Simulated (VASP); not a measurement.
System: Ti13Be3.

```
Ti Be
1.0
     6.14533    0.11573   -0.02475
     0.11573    6.28303   -0.13496
    -0.02475   -0.13496    6.34271
Ti Be
13 3
Direct
  0.32629 0.15588 0.12429
  0.53883 0.01347 0.84344
  0.31990 0.23727 0.55196
  0.59322 0.90072 0.29526
  0.87671 0.74939 0.04044
  0.33874 0.74108 0.59551
  0.59424 0.49181 0.32139
  0.87541 0.17023 0.08719
  0.08583 0.48043 0.29577
  0.59648 0.49731 0.81914
  0.12579 0.48034 0.83444
  0.88098 0.23516 0.54613
  0.82741 0.74260 0.61013
  0.30443 0.75044 0.06002
  0.09744 0.03215 0.79594
  0.07731 0.87472 0.32098
```

Base run:

```yaml
Program: VASP 6.6.1
Functional: PBE
Potentials_or_basis: VASP PAW PBE potentials, release 64 (Ti_sv, Be)
Cutoff: 400 eV
k_mesh: 1 × 1 × 1, shifted
Occupations: fermi-dirac, width 0.0931 eV
Spin: no spin polarisation
```

Its results: pressure 4.4 GPa; largest force 2.045 eV/Å.

The run is repeated on the same cell with these changes: cutoff from 400 eV to 520 eV; further incar settings from LREAL = Auto; ALGO = Normal; EDIFF = 1e-06; NBANDS = 95; ISYM = -1 to LREAL = Auto; ALGO = Normal; EDIFF = 1e-07; NBANDS = 95; ISYM = 0. What comes out?

Pressure 5.1 GPa; largest force 2.026 eV/Å.

Caveats: some runs use coarse meshes; the atoms stand as in a frame of molecular dynamics.
